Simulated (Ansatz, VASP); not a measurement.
**One calculation of GeCN2, two programs**

File INCAR:

```
PREC = Accurate
ENCUT = 520
EDIFF = 1E-6
ISMEAR = -1
SIGMA = 0.05
LREAL = F
LASPH = T
NELM = 80
ALGO = Normal
ISIF = 2
LWAVE = F
LCHARG = T
GGA = PE
LELF = T
LVHAR = T
NBANDS = 22
```

The input KPOINTS:

```
Automatic mesh
0
Gamma
  9 9 9
```

Contents of POSCAR:

```
GeCN2
1.0
    1.7695469874      1.0216484295      4.8554361226
   -1.7695469874      1.0216484295      4.8554361226
    0.0000000000     -2.0432968590      4.8554361226
Ge N C
1 2 1
Direct
    0.0000000000      0.0000000000      0.0000000000
    0.5839044000      0.5839044000      0.5839044000
    0.4160956000      0.4160956000      0.4160956000
    0.5000000000      0.5000000000      0.5000000000
```

input.yaml

```yaml
crystal:
  lattice:
    - [1.7695469874, 1.0216484295, 4.8554361226]
    - [-1.7695469874, 1.0216484295, 4.8554361226]
    - [0.0, -2.043296859, 4.8554361226]
  atoms:
    - { symbol: Ge, position: [0.0, 0.0, 0.0] }
    - { symbol: "N", position: [0.5839044, 0.5839044, 0.5839044] }
    - { symbol: "N", position: [0.4160956, 0.4160956, 0.4160956] }
    - { symbol: C, position: [0.5, 0.5, 0.5] }
kpoints:
  mp_grid: { grid: [9, 9, 9] }
scf:
  occupations: { method: fermi_dirac, width: 0.05 }
hamiltonian:
  xc: pbe
  pseudopotentials: { kind: all_electron, lapw: { basis_error: 0.001 } }
output:
  forces: true
  stress: true
  eigenvalues: true
```

Change from the starting cell: volume scaled by 0.96.

Alike in both runs: task single point; functional PBE; k mesh 9 × 9 × 9; occupations fermi-dirac, width 0.05 eV; no spin polarisation.

|  | VASP | Ansatz |
| --- | --- | --- |
| version | VASP 6.6.1 | Ansatz 0.2.0 |
| potentials or method | VASP PAW PBE potentials, release 64 (Ge_d, N, C), cutoff 520 eV | all-electron LAPW, scalar-relativistic |

Ansatz gave:

```
gap on the k mesh at the Fermi level (eV)                     : 1.02
least direct gap on the mesh (eV)                             : 1.81
pressure (GPa)                                                : 5.7
traceless stress, the component that is largest in VASP (GPa) : 6.50
rms of the force components (eV/Å)                            : 0.469
```

Question: What did VASP give for the same quantities?

Answer: gap on the k mesh at the Fermi level (eV): 1.02; least direct gap on the mesh (eV): 1.80; pressure (GPa): 6.0; traceless stress, the component that is largest in VASP (GPa): 7.34; rms of the force components (eV/Å): 0.532.

Atom by atom the forces differ by 0.063 eV/Å (rms over components). Ansatz ran all-electron here, and VASP with PAW potentials.

Noted on VASP's run: the standard files for N, O and F lose accuracy on very short bonds.
